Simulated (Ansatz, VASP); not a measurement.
**ZnS in VASP and in Ansatz**

The input INCAR:

```
SYSTEM = ZnS
  PREC = Accurate
  ENCUT = 520
  EDIFF = 1E-6
  ISMEAR = 0
  SIGMA = 0.05
  LREAL = .FALSE.
  LASPH = .TRUE.
  NELM = 80
  ALGO = Normal
  ISIF = 2
  LWAVE = .FALSE.
  LCHARG = .FALSE.
  GGA = CA
  NBANDS = 26
```

KPOINTS

```
Automatic mesh
0
G
  12 12 6
  0 0 0
```

File POSCAR:

```
ZnS
1.0
    3.8109987816      0.0000000000      0.0000000000
   -1.9054993908      3.3004217586      0.0000000000
    0.0000000000      0.0000000000      6.2340000000
Zn S
2 2
Direct
    0.4481326353      0.6666666667      0.0000000000
    0.7814659687      0.3333333333      0.5000000000
    0.3333333333      0.6666666667      0.3850000000
    0.6666666667      0.3333333333      0.8850000000
```

Input for Ansatz:

```yaml
crystal:
  lattice:
    - [3.8109987816, 0.0, 0.0]
    - [-1.9054993908, 3.3004217586, 0.0]
    - [0.0, 0.0, 6.234]
  atoms:
    - { symbol: Zn, position: [0.4481326353, 0.6666666667, 0.0] }
    - { symbol: Zn, position: [0.7814659687, 0.3333333333, 0.5] }
    - { symbol: S, position: [0.3333333333, 0.6666666667, 0.385] }
    - { symbol: S, position: [0.6666666667, 0.3333333333, 0.885] }
basis:
  ecutwfc: 420
kpoints:
  mp_grid: { grid: [12, 12, 6] }
hamiltonian:
  xc: lda
scf:
  occupations: { method: gaussian, width: 0.05 }
output:
  forces: true
  stress: true
  eigenvalues: true
```

Change from the starting cell: all Zn atoms moved +0.438 Å, as atom 1 along Cartesian [1 0 0].

Alike in both runs: task single point; functional LDA; k mesh 12 × 12 × 6; occupations gaussian, width 0.05 eV; no spin polarisation.

|  | VASP | Ansatz |
| --- | --- | --- |
| version | VASP 6.6.1 | Ansatz 0.2.0 |
| potentials or method | VASP PAW LDA potentials, release 64 (Zn, S), cutoff 520 eV | scalar-relativistic, plane waves, PAW |
| valence electrons in the cell | 36 | 36 |

```csv
,VASP,Ansatz,Ansatz less VASP
gap on the k mesh at the Fermi level (eV),1.96,1.93,-0.033
least direct gap on the mesh (eV),1.96,1.93,-0.033
pressure (GPa),4.4,4.1,-0.31
"traceless stress, the component that is largest in VASP (GPa)",-8.33,-8.20,+0.134
rms of the force components (eV/Å),2.684,2.658,-0.0263
```

LDA's correlation is that of Perdew and Zunger in VASP and of Perdew and Wang (1992) in Ansatz. Atom by atom the forces differ by 0.026 eV/Å (rms over components).
